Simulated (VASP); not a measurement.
BeZn2Se3: single point with PBE

The system is BeZn2Se3.

```xyz
6
Lattice="5.9567 0.0000 0.0000 -2.9783 5.1586 0.0000 0.0000 0.0000 3.4526" Properties=species:S:1:pos:R:3 pbc="T T T"
Be    0.0000    0.0000    0.0000
Zn    0.0000    3.4391    0.0000
Zn    2.9783    1.7195    0.0000
Se    2.9783    0.0000    1.7263
Se    1.4892    2.5793    1.7263
Se   -1.4892    2.5793    1.7263
```

The cell was built from a structure type or drawn by symmetry, and may not be a known phase.

```yaml
Program: VASP 6.6.1
Task: single point
Functional: PBE
Potentials_or_basis: VASP PAW PBE potentials, release 64 (Be, Zn, Se)
Cutoff: 520 eV
k_mesh: 3 × 3 × 6
Occupations: gaussian, width 0.1 eV
Spin: no spin polarisation
Dipole_correction: no
Further_INCAR_settings: ALGO = Normal; EDIFF = 1e-06; NBANDS = 31
```

```json
{
  "Pressure": "21.4 GPa",
  "Band gap on the k mesh": "zero (bands 22 and 23 overlap by 0.80 eV)"
}
```

Stress tensor (GPa, compression positive):
```
19.07  0.00  0.00
 0.00 19.07  0.00
 0.00  0.00 26.11
```

Levels at points of the mesh, in eV from the Fermi level:
```csv
k point,band 20,band 21,band 22,band 23,band 24,band 25
"(0.00, 0.00, 0.00)",-0.16,0.21,0.21,0.28,0.68,4.07
"(0.00, 0.00, 0.50)",-2.62,0.07,0.18,0.36,0.36,0.86
```

Run time: 93 s on 1 thread of Intel Xeon 8259CL, on a shared host, peak memory 0.25 GiB.

Caveat: the k points lie up to 0.41 Å⁻¹ apart, too coarse for converged energies and pressures of a metal.
